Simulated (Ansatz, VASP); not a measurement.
One calculation of WI6, two programs

```xyz
7
Lattice="0.0000 5.8979 5.8979 5.8979 0.0000 5.8979 5.8979 5.8979 0.0000" Properties=species:S:1:pos:R:3 pbc="T T T"
W     0.0000    0.0000    0.0000
I     2.7114    5.8979    5.8979
I     9.0844    5.8979    5.8979
I     5.8979    2.7114    5.8979
I     5.8979    9.0844    5.8979
I     5.8979    5.8979    2.7114
I     5.8979    5.8979    9.0844
```

Alike in both runs: functional PBE; k mesh 6 × 6 × 6; occupations gaussian, width 0.01 eV; no spin polarisation.

Ansatz relaxed the structure, and its values are those at the end. VASP's run is a single point on that final structure, the one shown.

|  | VASP | Ansatz |
| --- | --- | --- |
| version | VASP 6.6.1 | Ansatz 0.2.0 |
| potentials or method | VASP PAW PBE potentials, release 64 (W_sv, I), cutoff 520 eV | scalar-relativistic, plane waves, PAW |
| valence electrons in the cell | 56 | 116 |

Ansatz gave:

```
gap on the k mesh at the Fermi level (eV) : 0.28
least direct gap on the mesh (eV)         : 0.28
pressure (GPa)                            : -0.1
```

Question: Estimate VASP's values.

Answer: gap on the k mesh at the Fermi level (eV): 0.28; least direct gap on the mesh (eV): 0.29; pressure (GPa): -0.1.

VASP's potentials hold 56 valence electrons a cell and Ansatz's 116, so a difference there can come from the potentials and not from the codes. Ansatz's warnings: stress scf threshold loose.

Neither program's run includes spin-orbit coupling.
